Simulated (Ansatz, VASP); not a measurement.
# TiTe2 in VASP and in Ansatz

```
CELL_PARAMETERS angstrom
1.89415 -3.28074 -0.00165
-5.66955 -3.27326 0.01638
0.01562 0.00640 -6.74969
ATOMIC_POSITIONS crystal
Ti 0.50014 0.49997 0.00003
Ti 0.99983 0.00003 0.99997
Te 0.00038 0.66559 0.74543
Te 0.50047 0.16560 0.74542
Te 0.49966 0.83440 0.25456
Te 0.99952 0.33442 0.25458
```

Change from the starting cell: cell x2, atoms moved at random (sigma 0.15 Å) and cell strained at random (1.5 %), then relaxed without symmetry.

Alike in both runs: functional PBE; k mesh 6 × 4 × 4; occupations gaussian, width 0.2 eV; no spin polarisation.

Ansatz relaxed the structure, and its values are those at the end. VASP's run is a single point on that final structure, the one shown.

```csv
,VASP,Ansatz
version,VASP 6.6.1,Ansatz 0.2.0
potentials or method,"VASP PAW PBE potentials, release 64 (Ti_sv, Te), cutoff 520 eV","scalar-relativistic, plane waves, PAW"
valence electrons in the cell,48,88
```

Ansatz gave:

```
gap on the k mesh at the Fermi level (eV) : none
pressure (GPa)                            : 0.0
rms of the force components (eV/Å)        : 0.002
```

Q: Estimate VASP's values.

A: gap on the k mesh at the Fermi level (eV): none; pressure (GPa): 0.0; rms of the force components (eV/Å): 0.004.

A gap of «none» marks a metal or a gap that the smearing closes. VASP's potentials hold 48 valence electrons a cell and Ansatz's 88, so a difference there can come from the potentials and not from the codes.

Spin-orbit coupling is off throughout.
